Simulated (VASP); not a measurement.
Here is a VASP 6.6.1 calculation.

File INCAR:

```
PREC = Accurate
ENCUT = 520
EDIFF = 1E-6
ISMEAR = 0
SIGMA = 0.1
LREAL = F
LASPH = T
NELM = 100
ALGO = Normal
ISIF = 2
LWAVE = F
LCHARG = F
GGA = PE
NBANDS = 36
```

KPOINTS

```
Automatic mesh
0
Gamma
  6 6 6
```

The input POSCAR:

```
BaTa3O2
1.0
    2.6868793399      1.5512705127      6.4115065261
   -2.6868793399      1.5512705127      6.4115065261
    0.0000000000     -3.1025410179      6.4115065279
Ba Ta O
1 3 2
Direct
    0.0000000000      0.0000000000      0.0000000000
    0.0000000000      0.5000000000      0.0000000000
    0.5000000000      0.0000000000      0.0000000000
    0.0000000000      0.0000000000      0.5000000000
    0.7574031250      0.7574031250      0.7574031250
    0.2425968750      0.2425968750      0.2425968750
```

Potentials or basis: VASP PAW PBE potentials, release 64 (Ba_sv, Ta_pv, O).

Launch:

```sh
$ cat potpaw_PBE.64/Ba_sv/POTCAR potpaw_PBE.64/Ta_pv/POTCAR potpaw_PBE.64/O/POTCAR > POTCAR
$ mpirun -np 1 vasp_std > vasp.out
```

**Question.** Predict the largest force.

**Answer.** 0.081 eV/Å.

**Question.** Estimate the pressure.

**Answer.** 0.4 GPa.

Stress tensor (GPa, compression positive):
```
0.28 0.00 0.00
0.00 0.28 0.00
0.00 0.00 0.62
```

Caveat: an odd number of electrons without spin polarisation forces a metal; a magnetic or distorted state may lie lower.
